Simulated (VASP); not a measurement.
# Si3C2 (Pm-3m) in VASP: a series of runs

Si3C2 is run at these levels: PBE; tasks: single point, relaxation of cell and atoms.

All numbers are computed with VASP 6.6.1; they aren't measurements. Logs are shortened: lines on timing, memory, paths and dates and some standing lists are left out, and cuts for length are marked.

## (1) The cell of the first run

The structure is cubic, space group Pm-3m (No. 221). Conventional cell: a = 4.014 Å, b = 4.014 Å, c = 4.014 Å, α = 90.00°, β = 90.00°, γ = 90.00°. Si (site symmetry 4/mmm) has 2 C at 2.01 Å within 2.7 Å. C (site symmetry m-3m) has 6 Si at 2.01 Å within 2.7 Å. Within 3.7 Å of C (site symmetry m-3m) lie 12 Si at 2.84 Å and 8 C at 3.48 Å.

The cell was built from a structure type or drawn by symmetry, and may not be a known phase.

## (2) Single point, PBE

Input file INCAR:

```
SYSTEM = Si3C2
PREC = Accurate
ENCUT = 520
EDIFF = 1E-6
ISMEAR = 0
SIGMA = 0.1
LREAL = .FALSE.
LASPH = .TRUE.
NELM = 100
ALGO = Normal
ISIF = 2
LWAVE = .FALSE.
LCHARG = .FALSE.
GGA = PE
NBANDS = 18
```

Input file KPOINTS:

```
Automatic mesh
0
G
  4 4 4
  0 0 0
```

Input file POSCAR:

```
Si3C2
1.0
    4.0140501869      0.0000000000      0.0000000000
    0.0000000000      4.0140501869      0.0000000000
    0.0000000000      0.0000000000      4.0140501869
Si C
3 2
Direct
    0.0000000000      0.5000000000      0.5000000000
    0.5000000000      0.0000000000      0.5000000000
    0.5000000000      0.5000000000      0.0000000000
    0.5000000000      0.5000000000      0.5000000000
    0.0000000000      0.0000000000      0.0000000000
```

Potentials or basis: VASP PAW PBE potentials, release 64 (Si, C).

The run is started by

```sh
cat potpaw_PBE.64/Si/POTCAR potpaw_PBE.64/C/POTCAR > POTCAR
mpirun -np 1 vasp_std > vasp.out
```

OUTCAR:

```text
SYSTEM = Si3C2
   PREC = Accurate
   ENCUT = 520
   EDIFF = 1E-6
   ISMEAR = 0
   LREAL = .FALSE.
   LASPH = .TRUE.
   NELM = 100
   ISIF = 2
   GGA = PE

 ion  position               nearest neighbor table
   1  0.000  0.500  0.500-   4 2.01   4 2.01   2 2.84   3 2.84   2 2.84   2 2.84   3 2.84   3 2.84
                             3 2.84   2 2.84
   2  0.500  0.000  0.500-   4 2.01   4 2.01   1 2.84   3 2.84   1 2.84   3 2.84   3 2.84   3 2.84
                             1 2.84   1 2.84
   3  0.500  0.500  0.000-   4 2.01   4 2.01   1 2.84   1 2.84   2 2.84   2 2.84   2 2.84   2 2.84
                             1 2.84   1 2.84
   4  0.500  0.500  0.500-   1 2.01   2 2.01   3 2.01   3 2.01   2 2.01   1 2.01
   5  0.000  0.000  0.000-

  LATTYP: Found a simple cubic cell.
 ALAT       =     4.0140501869

  Lattice vectors:

 A1 = (   4.0140501869,   0.0000000000,   0.0000000000)
 A2 = (   0.0000000000,   4.0140501869,   0.0000000000)
 A3 = (   0.0000000000,   0.0000000000,   4.0140501869)

Analysis of symmetry for initial positions (statically):
=====================================================================
 Subroutine PRICEL returns:
 Original cell was already a primitive cell.

 Routine SETGRP: Setting up the symmetry group for a
 simple cubic supercell.

 Subroutine GETGRP returns: Found 48 space group operations
 (whereof 48 operations were pure point group operations)
 out of a pool of 48 trial point group operations.

The static configuration has the point symmetry O_h .

Analysis of symmetry for dynamics (positions and initial velocities):
=====================================================================
 Subroutine PRICEL returns:
 Original cell was already a primitive cell.

 Routine SETGRP: Setting up the symmetry group for a
 simple cubic supercell.

 Subroutine GETGRP returns: Found 48 space group operations
 (whereof 48 operations were pure point group operations)
 out of a pool of 48 trial point group operations.

The dynamic configuration has the point symmetry O_h .

 Subroutine INISYM returns: Found 48 space group operations
 (whereof 48 operations are pure point group operations),
 and found     1 'primitive' translations

----------------------------------------------------------------------------------------

                                     Primitive cell

  volume of cell :      64.6768

  direct lattice vectors                    reciprocal lattice vectors
     4.014050187  0.000000000  0.000000000     0.249124937  0.000000000  0.000000000
     0.000000000  4.014050187  0.000000000     0.000000000  0.249124937  0.000000000
     0.000000000  0.000000000  4.014050187     0.000000000  0.000000000  0.249124937

  length of vectors
     4.014050187  4.014050187  4.014050187     0.249124937  0.249124937  0.249124937

  position of ions in fractional coordinates (direct lattice)
     0.000000000  0.500000000  0.500000000
     0.500000000  0.000000000  0.500000000
     0.500000000  0.500000000  0.000000000
     0.500000000  0.500000000  0.500000000
     0.000000000  0.000000000  0.000000000

  ion indices of the primitive-cell ions
   primitive index   ion index
                 1           1
                 2           2
                 3           3
                 4           4
                 5           5

----------------------------------------------------------------------------------------

 KPOINTS: Automatic mesh

Automatic generation of k-mesh.
 Grid dimensions read from file:
 generate k-points for:    4    4    4

 Generating k-lattice:

  Cartesian coordinates                     Fractional coordinates (reciprocal lattice)
     0.062281234  0.000000000  0.000000000     0.250000000  0.000000000  0.000000000
     0.000000000  0.062281234  0.000000000     0.000000000  0.250000000  0.000000000
     0.000000000  0.000000000  0.062281234     0.000000000  0.000000000  0.250000000

  Length of vectors
     0.062281234  0.062281234  0.062281234

  Shift w.r.t. Gamma in fractional coordinates (k-lattice)
     0.000000000  0.000000000  0.000000000

 Subroutine IBZKPT returns following result:
 ===========================================

 Found     10 irreducible k-points:

 Following reciprocal coordinates:
            Coordinates               Weight
  0.000000  0.000000  0.000000      1.000000
  0.250000  0.000000  0.000000      6.000000
  0.500000  0.000000  0.000000      3.000000
  0.250000  0.250000  0.000000     12.000000
  0.500000  0.250000  0.000000     12.000000
  0.500000  0.500000  0.000000      3.000000
  0.250000  0.250000  0.250000      8.000000
  0.500000  0.250000  0.250000     12.000000
  0.500000  0.500000  0.250000      6.000000
  0.500000  0.500000  0.500000      1.000000
   k-points           NKPTS =     10   k-points in BZ     NKDIM =     10   number of bands    NBANDS=     18
   number of dos      NEDOS =    301   number of ions     NIONS =      5
   total plane-waves  NPLWV =  27000
   dimension x,y,z NGX =    30 NGY =   30 NGZ =   30
   dimension x,y,z NGXF=    60 NGYF=   60 NGZF=   60
   ions per type =               3   2
   NGX,Y,Z   is equivalent  to a cutoff of  12.42, 12.42, 12.42 a.u.
   NGXF,Y,Z  is equivalent  to a cutoff of  24.85, 24.85, 24.85 a.u.
 SYSTEM =  Si3C2
   PREC   = accura    normal or accurate (medium, high low for compatibility)
   ISTART =      0    job   : 0-new  1-cont  2-samecut
   ICHARG =      2    charge: 1-file 2-atom 10-const
   ISPIN  =      1    spin polarized calculation?
   LNONCOLLINEAR =      F non collinear calculations
   LSORBIT =      F    spin-orbit coupling
   LASPH  =      T    aspherical Exc in radial PAW
   ENCUT  =  520.0 eV  38.22 Ry    6.18 a.u.   7.46  7.46  7.46*2*pi/ulx,y,z
   NELM   =    100;   NELMIN=  2; NELMDL= -5     # of ELM steps
   EDIFF  = 0.1E-05   stopping-criterion for ELM
   LREAL  =      F    real-space projection
   EDIFFG = 0.1E-04   stopping-criterion for IOM
   NSW    =      0    number of steps for IOM
   IBRION =     -1    ionic relax: 0-MD 1-quasi-New 2-CG
   NFREE  =      0    steps in history (QN), initial steepest desc. (CG)
   ISIF   =      2    stress and relaxation
   ISYM   =      2    0-nonsym 1-usesym 2-fastsym
   POTIM  = 0.5000    time-step for ionic-motion
   TEBEG  =    0.0;   TEEND  =   0.0 temperature during run
   PSTRESS=    0.0 pullay stress
   NELECT =      20.0000    total number of electrons
   NUPDOWN=      -1.0000    fix difference up-down
   EMIN   =  10.00;   EMAX   =-10.00  energy-range for DOS
   EFERMI =   0.00;   METHOD = LEGACY
   ISMEAR =     0;   SIGMA  =   0.10  broadening in eV -4-tet -1-fermi 0-gaus
   EFERMI_NEDOS =   21; number of points for ismear=-14 and -15
   IALGO  =     38    algorithm
   IMIX   =      4    mixing-type and parameters
     AMIX     =   0.40;   BMIX     =  1.00
     AMIX_MAG =   1.60;   BMIX_MAG =  1.00
  volume/ion in A,a.u.               =      12.94        87.29
  Fermi-wavevector in a.u.,A,eV,Ry     =   1.107054  2.092028 16.674864  1.225568
  Thomas-Fermi vector in A             =   2.243563
   LORBIT       =      0    0 simple, 1 ext, 2 COOP (PROOUT), +10 PAW based schemes
   GGA     = PE    functional components
   LHFCALC =     F    Hartree Fock is set to
   AEXX    =    0.0000 exact exchange contribution
   IVDW    =     0    specifies the selected vdW correction
   LEPSILON=     F    determine dielectric tensor
   LRPA    =     F    only Hartree local field effects (RPA)
 non-spin polarized calculation
 Gauss-broadening in eV      SIGMA  =   0.10
  energy-cutoff  :      520.00
  volume of cell :       64.68
 maximum number of plane-waves:      1763
 NGX is ok and might be reduce to    30
   NGX = 15   NGY = 15   NGZ = 15

 number of electron      20.0000003 magnetization

 Free energy of the ion-electron system (eV)
  ---------------------------------------------------
  ext. energy  EPLUGINS =         0.00000000
  ---------------------------------------------------
  free energy    TOTEN  =       -25.49659449 eV

  energy without entropy =      -25.47171711  energy(sigma->0) =      -25.48415580

 E-fermi :   7.7781     XC(G=0): -10.9324

 val. band max:        7.7703078186   @ k =   0.2500   0.2500   0.2500
 cond. band min:       7.8148404952   @ k =   0.5000   0.5000   0.0000
 fundamental gap:      0.0445326766
 Fermi energy:         7.7780721726

 k-point     1 :       0.0000    0.0000    0.0000
  band No.  band energies     occupation
      1      -8.0235      2.00000
      2      -1.6909      2.00000
      3       0.6570      2.00000
      4       0.6570      2.00000
      5       0.6570      2.00000
      6       3.5383      2.00000
[... 10 lines left out ...]
     17      12.9138      0.00000
     18      13.4505      0.00000

 k-point     2 :       0.2500    0.0000    0.0000
  band No.  band energies     occupation
      1      -7.6793      2.00000
      2      -2.7252      2.00000
      3       0.2166      2.00000
      4       0.9156      2.00000
      5       0.9156      2.00000
      6       3.7302      2.00000
[... 10 lines left out ...]
     17      12.6739      0.00000
     18      13.3113      0.00000

 k-point     3 :       0.5000    0.0000    0.0000
  band No.  band energies     occupation
      1      -7.1965      2.00000
      2      -3.8785      2.00000
      3       0.6255      2.00000
      4       1.2401      2.00000
      5       1.2401      2.00000
      6       2.5078      2.00000
[... 10 lines left out ...]
     17      12.0680      0.00000
     18      13.1746      0.00000

 k-point     4 :       0.2500    0.2500    0.0000
  band No.  band energies     occupation
      1      -7.3510      2.00000
      2      -2.6968      2.00000
      3      -1.2455      2.00000
      4       0.6928      2.00000
      5       1.1487      2.00000
      6       3.3640      2.00000
[... 81 lines left out ...]
      4      -0.5632      2.00000
      5      -0.4863      2.00000
      6       3.3445      2.00000
[... 10 lines left out ...]
     17      13.5847      0.00000
     18      13.9134      0.00000

 k-point     9 :       0.5000    0.5000    0.2500
  band No.  band energies     occupation
      1      -6.2505      2.00000
      2      -1.8888      2.00000
      3      -1.8888      2.00000
      4      -1.6517      2.00000
      5      -0.2282      2.00000
      6       3.6044      2.00000
[... 10 lines left out ...]
     17      13.4325      0.00000
     18      14.1696      0.00000

 k-point    10 :       0.5000    0.5000    0.5000
  band No.  band energies     occupation
      1      -5.9077      2.00000
      2      -1.4261      2.00000
      3      -1.4261      2.00000
      4      -1.4261      2.00000
      5      -1.2469      2.00000
      6       2.3557      2.00000
[... 10 lines left out ...]
     17      15.1491      0.00000
     18      15.8906      0.00000

------------------------ aborting loop because EDIFF is reached ----------------------------------------

  FORCE on cell =-STRESS in cart. coord.  units (eV):
  Direction    XX          YY          ZZ          XY          YZ          ZX
  --------------------------------------------------------------------------------------
  -------------------------------------------------------------------------------------
  Total       -0.0331322     -0.0331322     -0.0331322      0.0000000      0.0000000     -0.0000000
  in kB       -0.8207522     -0.8207522     -0.8207522      0.0000000      0.0000000     -0.0000000
  external PRESSURE =      -0.8207522 kB  Pullay stress =       0.0000000 kB

 VOLUME and BASIS-vectors are now :
 -----------------------------------------------------------------------------
  energy-cutoff  :      520.00
  volume of cell :       64.68
      direct lattice vectors                 reciprocal lattice vectors
     4.014050187  0.000000000  0.000000000     0.249124937  0.000000000  0.000000000
     0.000000000  4.014050187  0.000000000     0.000000000  0.249124937  0.000000000
     0.000000000  0.000000000  4.014050187     0.000000000  0.000000000  0.249124937

 POSITION                                       TOTAL-FORCE (eV/Angst)
 -----------------------------------------------------------------------------------
      0.00000      2.00703      2.00703         0.000000      0.000000      0.000000
      2.00703      0.00000      2.00703         0.000000      0.000000      0.000000
      2.00703      2.00703      0.00000         0.000000      0.000000      0.000000
      2.00703      2.00703      2.00703         0.000000      0.000000      0.000000
      0.00000      0.00000      0.00000         0.000000      0.000000      0.000000
 -----------------------------------------------------------------------------------
    total drift:                                0.000000      0.000000     -0.000000

  FREE ENERGIE OF THE ION-ELECTRON SYSTEM (eV)
  ---------------------------------------------------
  free  energy   TOTEN  =       -25.4965944940 eV

  energy  without entropy=      -25.4717171095  energy(sigma->0) =      -25.48415580
```

Run time: 18 s. Hardware: 1 thread of Intel Xeon 8259CL, shared host; peak memory 0.16 GiB.

Results:

| Quantity | Value |
| --- | --- |
| Free energy | -25.4966 eV |
| Pressure | -0.1 GPa |
| Band gap on the k mesh | zero (bands 10 and 11 overlap by 3.54 eV) |

Levels at points of the mesh, in eV from the Fermi level:
| k point | band 8 | band 9 | band 10 | band 11 | band 12 | band 13 |
| --- | --- | --- | --- | --- | --- | --- |
| (0.00, 0.00, 0.00) | -1.90 | -1.01 | -1.01 | -1.01 | 3.38 | 3.38 |
| (0.50, 0.00, 0.00) | -2.41 | -2.41 | 0.09 | 2.01 | 2.28 | 2.99 |
| (0.50, 0.50, 0.00) | -1.93 | -1.85 | -0.98 | 0.04 | 0.04 | 3.36 |
| (0.50, 0.50, 0.50) | -5.42 | 2.52 | 2.52 | 2.52 | 3.44 | 3.44 |

Caveat: the k points lie up to 0.39 Å⁻¹ apart, too coarse for converged energies and pressures of a metal.

[end of part 1 of 2]
